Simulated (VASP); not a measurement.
# RbBr (P1) in VASP: single point with PBE

Aim: the single point of RbBr with PBE.

Program: VASP 6.6.1. These are calculated values, not measurements. Logs are shortened: lines on timing, memory, paths and dates and some standing lists are left out, and cuts for length are marked.

**1. The cell of the first run**

The typed cell holds 8 atoms: a = 7.266 Å, b = 7.268 Å, c = 7.266 Å, α = 109.47°, β = 109.46°, γ = 109.47°.

**2. Single point, PBE**

The input, INCAR:

```
PREC     = Accurate       # precision mode
ENCUT    = 520            # plane-wave cutoff, eV
EDIFF    = 1E-6           # SCF threshold, eV
ISMEAR   = 1              # smearing method
SIGMA    = 0.05           # smearing width, eV
LREAL    = False          # projectors in reciprocal space
LASPH    = True           # aspherical terms in the spheres
NELM     = 100            # most SCF steps
ALGO     = Normal         # electronic algorithm
ISIF     = 2              # what is computed and relaxed
LWAVE    = False          # write WAVECAR
LCHARG   = False          # write CHGCAR
GGA      = PE             # functional
NBANDS   = 42             # bands
```

The input, KPOINTS:

```
regular mesh
0
Gamma
  4 4 4
```

The input, POSCAR:

```
RbBr
1.0
   -4.1947111889      4.1960229769      4.1948001679
    4.1968052640     -4.1956025600      4.1964738262
    4.1945392983      4.1954306694     -4.1943797510
Rb Br
4 4
Direct
    0.4998476880      0.5003614584      0.0000134969
    0.0003037104     -0.0002159177     -0.0000737868
   -0.0003363649      0.4996484505      0.4994891161
    0.5001299338      0.0001870787      0.5004873325
    0.5006550531      0.5003383327      0.5003716755
   -0.0000061076      0.0003021448      0.4996660409
    0.0000388057      0.4996681399      0.0003216635
    0.4993672815     -0.0002896873     -0.0002755386
```

Potentials or basis: VASP PAW PBE potentials, release 64 (Rb_sv, Br).

Started as:

```sh
cat potpaw_PBE.64/Rb_sv/POTCAR potpaw_PBE.64/Br/POTCAR > POTCAR
mpirun -np 1 vasp_std > vasp.out
```

OUTCAR:

```text
PREC = Accurate
   ENCUT = 520
   EDIFF = 1E-6
   ISMEAR = 1
   LREAL = False
   LASPH = True
   NELM = 100
   ISIF = 2
   GGA = PE

 ion  position               nearest neighbor table
   1  0.500  0.500  0.000-   7 3.63   8 3.63   5 3.63   5 3.63   6 3.63   6 3.63   7 3.64   8 3.64
                             2 4.20   4 4.20   3 4.20   4 4.20   3 4.20   2 4.20
   2  0.000  1.000  1.000-   8 3.63   6 3.63   5 3.63   7 3.63   6 3.64   7 3.64   5 3.64   8 3.64
                             3 4.20   1 4.20   4 4.20   1 4.20   4 4.20   3 4.20
   3  1.000  0.500  0.499-   7 3.63   5 3.63   6 3.63   8 3.63   8 3.63   5 3.64   6 3.64   7 3.64
                             2 4.20   4 4.20   4 4.20   1 4.20   1 4.20   2 4.20
   4  0.500  0.000  0.500-   8 3.63   7 3.63   6 3.63   6 3.63   5 3.63   5 3.63   8 3.64   7 3.64
                             1 4.20   3 4.20   2 4.20   3 4.20   1 4.20   2 4.20
   5  0.501  0.500  0.500-   3 3.63   2 3.63   1 3.63   1 3.63   4 3.63   4 3.63   3 3.64   2 3.64

   6  1.000  0.000  0.500-   2 3.63   3 3.63   4 3.63   1 3.63   4 3.63   1 3.63   2 3.64   3 3.64

   7  0.000  0.500  0.000-   3 3.63   1 3.63   4 3.63   2 3.63   2 3.64   1 3.64   4 3.64   3 3.64

   8  0.499  1.000  1.000-   2 3.63   4 3.63   1 3.63   3 3.63   3 3.63   4 3.64   1 3.64   2 3.64

  LATTYP: Found a base centered monoclinic cell.
 ALAT       =    25.1691816897
 B/A-ratio  =     0.4716110760
 C/A-ratio  =     0.7264652220
 COS(beta)  =    -0.9941328533

  Lattice vectors:

 A1 = ( -12.5860557512,   4.1961948675,   4.1927060927)
 A2 = (  -4.1926171138,   4.1964433938,  12.5860741620)
 A3 = (  12.5839616761,  -4.1966152844, -12.5839800868)

Analysis of symmetry for initial positions (statically):
=====================================================================
 Subroutine PRICEL returns:
 Original cell was already a primitive cell.

 Routine SETGRP: Setting up the symmetry group for a
 base centered monoclinic supercell.

 Subroutine GETGRP returns: Found  1 space group operations
 (whereof  1 operations were pure point group operations)
 out of a pool of  4 trial point group operations.

The static configuration has the point symmetry C_1 .

Analysis of symmetry for dynamics (positions and initial velocities):
=====================================================================
 Subroutine PRICEL returns:
 Original cell was already a primitive cell.

 Routine SETGRP: Setting up the symmetry group for a
 base centered monoclinic supercell.

 Subroutine GETGRP returns: Found  1 space group operations
 (whereof  1 operations were pure point group operations)
 out of a pool of  4 trial point group operations.

The dynamic configuration has the point symmetry C_1 .

 Subroutine INISYM returns: Found  1 space group operations
 (whereof  1 operations are pure point group operations),
 and found     1 'primitive' translations

----------------------------------------------------------------------------------------

                                     Primitive cell

  volume of cell :     295.4382

  direct lattice vectors                    reciprocal lattice vectors
    -4.194711189  4.196022977  4.194800168    -0.000027297  0.119162893  0.119165452
     4.196805264 -4.195602560  4.196473826     0.119140681 -0.000003529  0.119141684
     4.194539298  4.195430669 -4.194379751     0.119172863  0.119171307 -0.000035711

  length of vectors
     7.266261709  7.268194263  7.265577742     0.168523591  0.168491076  0.168534783

  position of ions in fractional coordinates (direct lattice)
     0.499847688  0.500361458  0.000013497
     0.000303710  0.999784082  0.999926213
     0.999663635  0.499648450  0.499489116
     0.500129934  0.000187079  0.500487333
     0.500655053  0.500338333  0.500371675
     0.999993892  0.000302145  0.499666041
     0.000038806  0.499668140  0.000321664
     0.499367281  0.999710313  0.999724461

  ion indices of the primitive-cell ions
   primitive index   ion index
                 1           1
                 2           2
                 3           3
                 4           4
                 5           5
                 6           6
                 7           7
                 8           8

----------------------------------------------------------------------------------------

 KPOINTS: regular mesh

Automatic generation of k-mesh.
 Grid dimensions read from file:
 generate k-points for:    4    4    4

 Generating k-lattice:

  Cartesian coordinates                     Fractional coordinates (reciprocal lattice)
    -0.000006824  0.029790723  0.029791363     0.250000000  0.000000000  0.000000000
     0.029785170 -0.000000882  0.029785421     0.000000000  0.250000000 -0.000000000
     0.029793216  0.029792827 -0.000008928     0.000000000 -0.000000000  0.250000000

  Length of vectors
     0.042130898  0.042122769  0.042133696

  Shift w.r.t. Gamma in fractional coordinates (k-lattice)
     0.000000000  0.000000000  0.000000000

 Subroutine IBZKPT returns following result:
 ===========================================

 Found     36 irreducible k-points:

 Following reciprocal coordinates:
            Coordinates               Weight
  0.000000  0.000000  0.000000      1.000000
  0.250000  0.000000  0.000000      2.000000
  0.500000  0.000000  0.000000      1.000000
 -0.000000  0.250000  0.000000      2.000000
  0.250000  0.250000  0.000000      2.000000
  0.500000  0.250000  0.000000      2.000000
[... 16 lines left out ...]
  0.000000 -0.250000  0.250000      2.000000
  0.250000 -0.250000  0.250000      2.000000
 [... further k-points ...]
   k-points           NKPTS =     36   k-points in BZ     NKDIM =     36   number of bands    NBANDS=     42
   number of dos      NEDOS =    301   number of ions     NIONS =      8
   total plane-waves  NPLWV = 157464
   dimension x,y,z NGX =    54 NGY =   54 NGZ =   54
   dimension x,y,z NGXF=   108 NGYF=  108 NGZF=  108
   ions per type =               4   4
   NGX,Y,Z   is equivalent  to a cutoff of  12.35, 12.35, 12.36 a.u.
   NGXF,Y,Z  is equivalent  to a cutoff of  24.71, 24.70, 24.71 a.u.
 SYSTEM =  unknown system
   PREC   = accura    normal or accurate (medium, high low for compatibility)
   ISTART =      0    job   : 0-new  1-cont  2-samecut
   ICHARG =      2    charge: 1-file 2-atom 10-const
   ISPIN  =      1    spin polarized calculation?
   LNONCOLLINEAR =      F non collinear calculations
   LSORBIT =      F    spin-orbit coupling
   LASPH  =      T    aspherical Exc in radial PAW
   ENCUT  =  520.0 eV  38.22 Ry    6.18 a.u.  13.51 13.51 13.51*2*pi/ulx,y,z
   NELM   =    100;   NELMIN=  2; NELMDL= -5     # of ELM steps
   EDIFF  = 0.1E-05   stopping-criterion for ELM
   LREAL  =      F    real-space projection
   EDIFFG = 0.1E-04   stopping-criterion for IOM
   NSW    =      0    number of steps for IOM
   IBRION =     -1    ionic relax: 0-MD 1-quasi-New 2-CG
   NFREE  =      0    steps in history (QN), initial steepest desc. (CG)
   ISIF   =      2    stress and relaxation
   ISYM   =      2    0-nonsym 1-usesym 2-fastsym
   POTIM  = 0.5000    time-step for ionic-motion
   TEBEG  =    0.0;   TEEND  =   0.0 temperature during run
   PSTRESS=    0.0 pullay stress
   NELECT =      64.0000    total number of electrons
   NUPDOWN=      -1.0000    fix difference up-down
   EMIN   =  10.00;   EMAX   =-10.00  energy-range for DOS
   EFERMI =   0.00;   METHOD = LEGACY
   ISMEAR =     1;   SIGMA  =   0.05  broadening in eV -4-tet -1-fermi 0-gaus
   EFERMI_NEDOS =   21; number of points for ismear=-14 and -15
   IALGO  =     38    algorithm
   IMIX   =      4    mixing-type and parameters
     AMIX     =   0.40;   BMIX     =  1.00
     AMIX_MAG =   1.60;   BMIX_MAG =  1.00
  volume/ion in A,a.u.               =      36.93       249.21
  Fermi-wavevector in a.u.,A,eV,Ry     =   0.983209  1.857996 13.152757  0.966700
  Thomas-Fermi vector in A             =   2.114350
   LORBIT       =      0    0 simple, 1 ext, 2 COOP (PROOUT), +10 PAW based schemes
   GGA     = PE    functional components
   LHFCALC =     F    Hartree Fock is set to
   AEXX    =    0.0000 exact exchange contribution
   IVDW    =     0    specifies the selected vdW correction
   LEPSILON=     F    determine dielectric tensor
   LRPA    =     F    only Hartree local field effects (RPA)
 non-spin polarized calculation
 Methfessel and Paxton  Order N= 1 SIGMA  =   0.05
  energy-cutoff  :      520.00
  volume of cell :      295.44
 maximum number of plane-waves:      7992
   NGX = 27   NGY = 27   NGZ = 27

 number of electron      63.9999999 magnetization

 Free energy of the ion-electron system (eV)
  ---------------------------------------------------
  ext. energy  EPLUGINS =         0.00000000
  ---------------------------------------------------
  free energy    TOTEN  =       -24.02111169 eV

  energy without entropy =      -24.02165187  energy(sigma->0) =      -24.02129175

 E-fermi :  -0.8647     XC(G=0):  -7.7171

 val. band max:       -0.8966044154   @ k =   0.0000   0.0000   0.0000
 cond. band min:       3.0213545901   @ k =   0.0000   0.0000   0.0000
 fundamental gap:      3.9179590055
 Fermi energy:        -0.8646741037

 k-point     1 :       0.0000    0.0000    0.0000
  band No.  band energies     occupation
      1     -26.0788      2.00000
      2     -26.0474      2.00000
      3     -26.0474      2.00000
      4     -26.0474      2.00000
      5     -13.4345      2.00000
      6     -13.2687      2.00000
[... 34 lines left out ...]
     41       5.2743      0.00000
     42       7.0256      0.00000

 k-point     2 :       0.2500    0.0000    0.0000
  band No.  band energies     occupation
      1     -26.0741      2.00000
      2     -26.0518      2.00000
      3     -26.0475      2.00000
      4     -26.0475      2.00000
      5     -13.4279      2.00000
      6     -13.3131      2.00000
[... 979 lines left out ...]
     41       5.7786      0.00000
     42       7.0542      0.00000

 k-point    24 :       0.2500   -0.2500    0.2500
  band No.  band energies     occupation
      1     -26.0707      2.00000
      2     -26.0550      2.00000
      3     -26.0549      2.00000
      4     -26.0401      2.00000
      5     -13.4288      2.00000
      6     -13.3493      2.00000
[... 34 lines left out ...]
     41       6.7120      0.00000
     42       6.9912      0.00000

 [... further k-points ...]

------------------------ aborting loop because EDIFF is reached ----------------------------------------

  FORCE on cell =-STRESS in cart. coord.  units (eV):
  Direction    XX          YY          ZZ          XY          YZ          ZX
  --------------------------------------------------------------------------------------
  -------------------------------------------------------------------------------------
  Total        0.0644556      0.0638496      0.0648833      0.0002678     -0.0007927     -0.0040827
  in kB        0.3495461      0.3462599      0.3518657      0.0014522     -0.0042991     -0.0221410
  external PRESSURE =       0.3492239 kB  Pullay stress =       0.0000000 kB

 VOLUME and BASIS-vectors are now :
 -----------------------------------------------------------------------------
  energy-cutoff  :      520.00
  volume of cell :      295.44
      direct lattice vectors                 reciprocal lattice vectors
    -4.194711189  4.196022977  4.194800168    -0.000027297  0.119162893  0.119165452
     4.196805264 -4.195602560  4.196473826     0.119140681 -0.000003529  0.119141684
     4.194539298  4.195430669 -4.194379751     0.119172863  0.119171307 -0.000035711

 POSITION                                       TOTAL-FORCE (eV/Angst)
 -----------------------------------------------------------------------------------
      0.00326     -0.00189      4.19646        -0.000799      0.000952     -0.000392
      8.38885      0.00170      0.00277         0.001161     -0.000697     -0.000210
     -0.00125      4.19386      4.19510         0.000761      0.000908      0.000316
      0.00220      4.19753     -0.00050        -0.000882     -0.000559      0.000238
      2.09855      2.10081      2.10106        -0.000096     -0.001216     -0.000952
     -2.09755      6.29104      2.10025        -0.000048      0.000953     -0.000995
      2.09820     -2.09490      2.09566         0.000080     -0.001168      0.000861
      6.29427      2.09524      2.09678        -0.000177      0.000828      0.001135
 -----------------------------------------------------------------------------------
    total drift:                               -0.000009      0.000014      0.000008

  FREE ENERGIE OF THE ION-ELECTRON SYSTEM (eV)
  ---------------------------------------------------
  free  energy   TOTEN  =       -24.0211116885 eV

  energy  without entropy=      -24.0216518738  energy(sigma->0) =      -24.02129175
```

Wall time 9.7 min (1 thread of AMD EPYC 7R13 (Zen 3), shared host); peak memory 0.56 GiB.

What came out:

```
Free energy            : -24.0211 eV
Pressure               : 0.0 GPa
Band gap on the k mesh : 3.92 eV
```

Levels at points of the mesh, in eV from the valence-band top:
```tsv
k point	band 29	band 30	band 31	band 32	band 33	band 34	band 35	band 36
(0.00, 0.00, 0.00)	-0.15	0.00	0.00	0.00	3.92	5.29	5.29	5.29
(0.50, 0.00, 0.00)	-0.55	-0.55	-0.14	-0.14	5.73	5.73	6.45	6.45
(0.00, 0.50, 0.00)	-0.55	-0.55	-0.14	-0.14	5.73	5.73	6.45	6.45
(0.50, 0.50, 0.00)	-0.55	-0.55	-0.14	-0.14	5.73	5.73	6.45	6.45
(0.00, 0.00, 0.50)	-0.55	-0.55	-0.14	-0.14	5.73	5.73	6.45	6.45
(0.50, 0.00, 0.50)	-0.55	-0.55	-0.14	-0.14	5.73	5.73	6.46	6.46
(0.00, 0.50, 0.50)	-0.55	-0.55	-0.14	-0.14	5.73	5.73	6.45	6.45
(0.50, 0.50, 0.50)	-0.20	-0.20	-0.20	-0.20	6.87	6.87	6.87	6.87
```
